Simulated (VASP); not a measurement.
# Cs7BiPb7Br24 (a cell with a defect) in VASP: single point with PBEsol

Aim: the single point of Cs7BiPb7Br24 (a cell with a defect) with PBEsol.

Program: VASP 6.6.1. These are calculated values, not measurements. Logs are shortened: lines on timing, memory, paths and dates and some standing lists are left out, and cuts for length are marked.

**1. The cell of the first run**

The cell holds a defect, 39 atoms: a = 11.763 Å, b = 11.763 Å, c = 11.763 Å, α = 90.00°, β = 90.00°, γ = 90.00°.

**2. Single point, PBEsol**

INCAR

```
SYSTEM = Cs7BiPb7Br24
PREC = Accurate
ENCUT = 520
EDIFF = 1E-7
ISMEAR = -1
SIGMA = 0.05
LREAL = Auto
LASPH = .TRUE.
NELM = 60
ALGO = Normal
ISIF = 2
LWAVE = .FALSE.
LCHARG = .FALSE.
GGA = PS
ISYM = 0
NBANDS = 197
```

KPOINTS

```
Automatic mesh
0
Gamma
  1 1 1
  0.25 0.25 0.25
```

POSCAR

```
Cs7BiPb7Br24
1.0
   11.7633300000      0.0000000000      0.0000000000
    0.0000000000     11.7633300000      0.0000000000
    0.0000000000      0.0000000000     11.7633300000
Cs Bi Pb Br
7 1 7 24
Direct
    0.9950930000      0.9791570000      0.5098200000
    0.9884610000      0.5164120000      0.0117670000
    0.9815310000      0.5028970000      0.5030000000
    0.5385580000      0.0028320000      0.9707790000
    0.5156230000      0.9946030000      0.4960870000
    0.4947050000      0.5067070000      0.0024140000
    0.4830060000      0.5152030000      0.5018590000
    0.2508400000      0.2522830000      0.2520360000
    0.2497170000      0.2511010000      0.7510650000
    0.2480370000      0.7537240000      0.2495360000
    0.2497310000      0.7508140000      0.7511660000
    0.7492550000      0.2487400000      0.2492520000
    0.7544030000      0.2523590000      0.7491470000
    0.7472610000      0.7501020000      0.2493090000
    0.7514310000      0.7473970000      0.7506520000
    0.2912850000      0.2390600000      0.0129560000
    0.2302860000      0.2854100000      0.4949000000
    0.2793610000      0.7470240000      0.0019800000
    0.2342540000      0.7241000000      0.4995760000
    0.7182650000      0.2771090000      0.0009340000
    0.7825790000      0.2261250000      0.4982520000
    0.7270060000      0.7185410000      0.0005800000
    0.7624170000      0.7688920000      0.4999640000
    0.0108160000      0.2593990000      0.2356480000
    0.0037720000      0.3096940000      0.7621220000
    0.9990070000      0.7337010000      0.2524150000
    0.0004280000      0.7000480000      0.7522710000
    0.4945550000      0.2618500000      0.2857580000
    0.5023260000      0.2105070000      0.7294630000
    0.4966780000      0.7367860000      0.2771200000
    0.5003710000      0.7868330000      0.7338260000
    0.2542460000      0.0118400000      0.2865200000
    0.2277520000      0.0030360000      0.7103040000
    0.2504720000      0.4954870000      0.2297140000
    0.3013540000      0.4993740000      0.7587800000
    0.7136170000      0.0012810000      0.2394080000
    0.7768650000      0.9994640000      0.7579700000
    0.7506600000      0.4981840000      0.2751740000
    0.7067260000      0.4989470000      0.7203810000
```

Potentials or basis: VASP PAW PBE potentials, release 64 (Cs_sv, Bi_d, Pb_d, Br).

Started as:

```sh
$ cat potpaw_PBE.64/Cs_sv/POTCAR potpaw_PBE.64/Bi_d/POTCAR potpaw_PBE.64/Pb_d/POTCAR potpaw_PBE.64/Br/POTCAR > POTCAR
$ mpirun -np 1 vasp_std > vasp.out
```

OUTCAR:

```text
SYSTEM = Cs7BiPb7Br24
   PREC = Accurate
   ENCUT = 520
   EDIFF = 1E-7
   ISMEAR = -1
   LREAL = Auto
   LASPH = .TRUE.
   NELM = 60
   ISIF = 2
   GGA = PS
   ISYM = 0

 ion  position               nearest neighbor table
   1  0.995  0.979  0.510-
   2  0.988  0.516  0.012-
   3  0.982  0.503  0.503-
   4  0.539  0.003  0.971-
   5  0.516  0.995  0.496-
   6  0.495  0.507  0.002-
   7  0.483  0.515  0.502-
   8  0.251  0.252  0.252-  24 2.83  16 2.86  32 2.86  34 2.87  17 2.89  28 2.90
   9  0.250  0.251  0.751-  33 2.97  25 2.98  35 2.98  29 3.02  17 3.05  16 3.12
  10  0.248  0.754  0.250-  18 2.94  26 2.94  30 2.95  19 2.97  34 3.05  32 3.07
  11  0.250  0.751  0.751-  18 2.97  19 2.98  31 2.99  27 2.99  33 3.02  35 3.02
  12  0.749  0.249  0.249-  36 2.94  38 2.95  20 2.96  21 2.97  28 3.03  24 3.08
  13  0.754  0.252  0.749-  39 2.97  21 2.99  37 2.99  20 3.01  25 3.01  29 3.01
  14  0.747  0.750  0.249-  22 2.96  23 2.96  26 2.97  30 2.97  38 2.98  36 2.98
  15  0.751  0.747  0.751-  23 2.96  22 2.97  37 2.98  27 2.98  39 2.99  31 3.00
  16  0.291  0.239  0.013-   8 2.86   9 3.12
  17  0.230  0.285  0.495-   8 2.89   9 3.05
[... 20 lines left out ...]
  38  0.751  0.498  0.275-  12 2.95  14 2.98
  39  0.707  0.499  0.720-  13 2.97  15 2.99

IMPORTANT INFORMATION: All symmetrisations will be switched off!
NOSYMM: (Re-)initialisation of all symmetry stuff for point group C_1.

----------------------------------------------------------------------------------------

                                     Primitive cell

  volume of cell :    1627.7618

  direct lattice vectors                    reciprocal lattice vectors
    11.763330000  0.000000000  0.000000000     0.085009942  0.000000000  0.000000000
     0.000000000 11.763330000  0.000000000     0.000000000  0.085009942  0.000000000
     0.000000000  0.000000000 11.763330000     0.000000000  0.000000000  0.085009942

  length of vectors
    11.763330000 11.763330000 11.763330000     0.085009942  0.085009942  0.085009942

  position of ions in fractional coordinates (direct lattice)
     0.995093000  0.979157000  0.509820000
     0.988461000  0.516412000  0.011767000
     0.981531000  0.502897000  0.503000000
     0.538558000  0.002832000  0.970779000
     0.515623000  0.994603000  0.496087000
     0.494705000  0.506707000  0.002414000
[... 31 lines left out ...]
     0.750660000  0.498184000  0.275174000
     0.706726000  0.498947000  0.720381000
[... 94 lines left out ...]
   LREAL  =      T    real-space projection
   EDIFFG = 0.1E-05   stopping-criterion for IOM
   NSW    =      0    number of steps for IOM
   IBRION =     -1    ionic relax: 0-MD 1-quasi-New 2-CG
   NFREE  =      0    steps in history (QN), initial steepest desc. (CG)
   ISIF   =      2    stress and relaxation
   ISYM   =      0    0-nonsym 1-usesym 2-fastsym
   POTIM  = 0.5000    time-step for ionic-motion
   TEBEG  =    0.0;   TEEND  =   0.0 temperature during run
   PSTRESS=    0.0 pullay stress
   NELECT =     344.0000    total number of electrons
   NUPDOWN=      -1.0000    fix difference up-down
   EMIN   =  10.00;   EMAX   =-10.00  energy-range for DOS
   EFERMI =   0.00;   METHOD = LEGACY
   ISMEAR =    -1;   SIGMA  =   0.05  broadening in eV -4-tet -1-fermi 0-gaus
   EFERMI_NEDOS =   21; number of points for ismear=-14 and -15
   IALGO  =     38    algorithm
   IMIX   =      4    mixing-type and parameters
     AMIX     =   0.40;   BMIX     =  1.00
     AMIX_MAG =   1.60;   BMIX_MAG =  1.00
  volume/ion in A,a.u.               =      41.74       281.66
  Fermi-wavevector in a.u.,A,eV,Ry     =   0.975133  1.842735 12.937578  0.950885
  Thomas-Fermi vector in A             =   2.105649
   LORBIT       =      0    0 simple, 1 ext, 2 COOP (PROOUT), +10 PAW based schemes
   GGA     = PS    functional components
   LHFCALC =     F    Hartree Fock is set to
   AEXX    =    0.0000 exact exchange contribution
   IVDW    =     0    specifies the selected vdW correction
   LEPSILON=     F    determine dielectric tensor
   LRPA    =     F    only Hartree local field effects (RPA)
 non-spin polarized calculation
  energy-cutoff  :      520.00
  volume of cell :     1627.76
 maximum number of plane-waves:     43828
 NGX is ok and might be reduce to    90
   NGX = 43   NGY = 43   NGZ = 43

 number of electron     343.9999990 magnetization

 Free energy of the ion-electron system (eV)
  ---------------------------------------------------
  ext. energy  EPLUGINS =         0.00000000
  ---------------------------------------------------
  free energy    TOTEN  =      -130.71865112 eV

  energy without entropy =     -130.71865112  energy(sigma->0) =     -130.71865112

 E-fermi :   1.0495     XC(G=0):  -7.5976

 val. band max:       -0.1492502963   @ k =  -0.2500  -0.2500   0.2500
 cond. band min:       2.2774881601   @ k =  -0.2500  -0.2500   0.2500
 fundamental gap:      2.4267384565
 Fermi energy:         1.0495322290

 k-point     1 :       0.2500    0.2500    0.2500
  band No.  band energies     occupation
      1     -22.9485      2.00000
      2     -22.9440      2.00000
      3     -22.9188      2.00000
      4     -22.9151      2.00000
      5     -22.9140      2.00000
      6     -20.3938      2.00000
[... 737 lines left out ...]
    183       3.5924      0.00000
    184       3.6508      0.00000
 [bands above 184 left out]

------------------------ aborting loop because EDIFF is reached ----------------------------------------

  FORCE on cell =-STRESS in cart. coord.  units (eV):
  Direction    XX          YY          ZZ          XY          YZ          ZX
  --------------------------------------------------------------------------------------
  -------------------------------------------------------------------------------------
  Total       -7.0786476     -7.1810210     -6.0805817      0.2466310      0.0058968      0.2354663
  in kB       -6.9673886     -7.0681529     -5.9850098      0.2427545      0.0058041      0.2317654
  external PRESSURE =      -6.6735171 kB  Pullay stress =       0.0000000 kB

 VOLUME and BASIS-vectors are now :
 -----------------------------------------------------------------------------
  energy-cutoff  :      520.00
  volume of cell :     1627.76
      direct lattice vectors                 reciprocal lattice vectors
    11.763330000  0.000000000  0.000000000     0.085009942  0.000000000  0.000000000
     0.000000000 11.763330000  0.000000000     0.000000000  0.085009942  0.000000000
     0.000000000  0.000000000 11.763330000     0.000000000  0.000000000  0.085009942

 POSITION                                       TOTAL-FORCE (eV/Angst)
 -----------------------------------------------------------------------------------
     11.70561     11.51815      5.99718        -0.007069      0.002791     -0.001630
     11.62759      6.07472      0.13842        -0.017467     -0.009675     -0.004304
     11.54607      5.91574      5.91695        -0.013821      0.005307      0.006422
      6.33524      0.03331     11.41959        -0.008070     -0.012256     -0.012551
      6.06544     11.69984      5.83564         0.011632      0.004234      0.021197
      5.81938      5.96056      0.02840         0.016224     -0.006178      0.008085
[... 31 lines left out ...]
      8.83026      5.86030      3.23696        -0.004092      0.017180      0.002670
      8.31345      5.86928      8.47408         0.014096      0.014632      0.005862
 -----------------------------------------------------------------------------------
    total drift:                               -0.024435      0.003421     -0.022369

  FREE ENERGIE OF THE ION-ELECTRON SYSTEM (eV)
  ---------------------------------------------------
  free  energy   TOTEN  =      -130.7186511208 eV

  energy  without entropy=     -130.7186511207  energy(sigma->0) =     -130.71865112
```

Run time: 53 min. Hardware: 1 thread of Intel Xeon Platinum 8375C at 2.90GHz (Ice Lake), shared host; peak memory 1.9 GiB.

What came out:

```yaml
Free_energy: -130.7187 eV
Pressure: -0.7 GPa
Largest_force: 0.040 eV/Å
Band_gap_on_the_k_mesh: 2.43 eV
```

Forces in eV/Å, atoms in the order of the input:
```
Cs  -0.007  0.003 -0.002
Cs  -0.017 -0.010 -0.004
Cs  -0.014  0.005  0.006
Cs  -0.008 -0.012 -0.013
Cs   0.012  0.004  0.021
Cs   0.016 -0.006  0.008
Cs   0.009 -0.015  0.002
Bi   0.026 -0.015  0.008
Pb   0.024 -0.017  0.000
Pb   0.007  0.014  0.008
Pb   0.006  0.018 -0.014
Pb   0.000 -0.009  0.010
Pb  -0.007 -0.029 -0.016
Pb  -0.025 -0.003  0.015
Pb   0.005  0.020 -0.013
Br  -0.009 -0.016 -0.022
Br   0.008  0.008  0.020
Br   0.006  0.028  0.001
Br  -0.006  0.004  0.005
Br  -0.012  0.016 -0.010
Br   0.005 -0.005  0.009
Br  -0.004 -0.010 -0.010
Br   0.000 -0.002  0.006
Br  -0.025  0.014 -0.028
Br   0.021  0.003  0.014
Br  -0.008  0.007 -0.020
Br  -0.004  0.003  0.001
Br   0.015  0.007  0.017
Br  -0.032  0.022 -0.006
Br   0.006  0.005 -0.004
Br   0.002 -0.021 -0.011
Br   0.000 -0.019  0.007
Br   0.008 -0.015  0.014
Br   0.008  0.014 -0.019
Br  -0.021  0.016  0.016
Br   0.011 -0.027 -0.016
Br  -0.005 -0.012  0.008
Br  -0.004  0.017  0.003
Br   0.014  0.015  0.006
```

Stress tensor (GPa, compression positive):
```
-0.70  0.02  0.02
 0.02 -0.71  0.00
 0.02  0.00 -0.60
```

Caveat: the PAW data sets were made with another functional, which shifts forces and pressure a little; spin-orbit coupling is left out, which moves the levels of the heavy elements.
